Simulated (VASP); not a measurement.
Wanted: the native input for a VASP 6.6.1 run.

- Task: single point
- Functional: PBE
- Potentials or basis: VASP PAW PBE potentials, release 64 (Al, P)
- Cutoff: 520 eV
- k mesh: 4 × 4 × 6
- Occupations: gaussian, width 0.1 eV
- Spin: no spin polarisation
- Dipole correction: no
- Further INCAR settings: ALGO = Normal; EDIFF = 1e-06; NBANDS = 32

The structure of Al2P3 lies in POSCAR:

```
Al2P3
1.0
    7.2029592720      0.0000000000      0.0000000000
    0.0000000000      7.2029592720      0.0000000000
    0.0000000000      0.0000000000      2.9590540959
Al P
4 6
Direct
    0.8467856703      0.3467856703      0.0000000000
    0.6532143297      0.8467856703      0.0000000000
    0.1532143297      0.6532143297      0.0000000000
    0.3467856703      0.1532143297      0.0000000000
    0.5000000000      0.5000000000      0.0000000000
    0.0000000000      0.0000000000      0.0000000000
    0.6455779572      0.1455779572      0.5000000000
    0.8544220428      0.6455779572      0.5000000000
    0.3544220428      0.8544220428      0.5000000000
    0.1455779572      0.3544220428      0.5000000000
```

These files were run (other wordings do the same):

INCAR

```
SYSTEM = Al2P3
  PREC = Accurate
  ENCUT = 520
  EDIFF = 1E-6
  ISMEAR = 0
  SIGMA = 0.1
  LREAL = .False.
  LASPH = .True.
  NELM = 100
  ALGO = Normal
  ISIF = 2
  LWAVE = .False.
  LCHARG = .False.
  GGA = PE
  NBANDS = 32
```

KPOINTS

```
Automatic mesh
0
Gamma
  4 4 6
  0 0 0
```

Potentials or basis: VASP PAW PBE potentials, release 64 (Al, P).

Command:

```console
$ cat potpaw_PBE.64/Al/POTCAR potpaw_PBE.64/P/POTCAR > POTCAR
$ mpirun -np 1 vasp_std > vasp.out
```

Results of the run:

| Quantity | Value |
| --- | --- |
| Pressure | -0.2 GPa |
| Band gap on the k mesh | zero (band 21 reaches 10.60 eV, above the bottom of band 22 at 6.77 eV) |

It took 100 s on 1 thread of Intel(R) Xeon(R) Platinum 8488C (Sapphire Rapids) (shared host), peak memory 0.29 GiB.
